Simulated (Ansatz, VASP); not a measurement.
# Two plane-wave programs on MgO

File INCAR:

```
PREC = Accurate
ENCUT = 600
EDIFF = 1E-6
ISMEAR = 0
SIGMA = 0.01
LREAL = F
LASPH = T
NELM = 120
ALGO = Normal
ISIF = 2
LWAVE = F
LCHARG = F
GGA = PE
NBANDS = 11
GGA_COMPAT = F
```

File KPOINTS:

```
regular mesh
0
Gamma
  8 8 8
```

POSCAR

```
MgO
1.0
    0.0000000000      2.1085000000      2.1085000000
    2.1085000000      0.0000000000      2.1085000000
    2.1085000000      2.1085000000      0.0000000000
Mg O
1 1
Direct
    0.0000000000      0.0000000000      0.0000000000
    0.5000000000      0.5000000000      0.5000000000
```

Input for Ansatz:

```yaml
crystal:
  lattice:
    - [0.0, 2.1085, 2.1085]
    - [2.1085, 0.0, 2.1085]
    - [2.1085, 2.1085, 0.0]
  atoms:
    - { symbol: Mg, position: [0.0, 0.0, 0.0] }
    - { symbol: O, position: [0.5, 0.5, 0.5] }
basis:
  ecutwfc: 550.0
kpoints:
  mp_grid:
    grid: [8, 8, 8]
    shift: [0.0, 0.0, 0.0]
scf:
  occupations:
    method: fixed
output:
  stress: true
```

Alike in both runs: task single point; functional PBE; k mesh 8 × 8 × 8; no spin polarisation.

|  | VASP | Ansatz |
| --- | --- | --- |
| version | VASP 6.6.1 | Ansatz 0.2.0 |
| potentials or method | VASP PAW PBE potentials, release 64 (Mg, O), cutoff 600 eV | plane waves, PAW |
| occupations | gaussian, width 0.01 eV | fixed |
| valence electrons in the cell | 8 | 16 |

|  | VASP | Ansatz | Ansatz less VASP |
| --- | --- | --- | --- |
| pressure (GPa) | 3.1 | 4.1 | +1.02 |

VASP's potentials hold 8 valence electrons a cell and Ansatz's 16, so a difference there can come from the potentials and not from the codes.
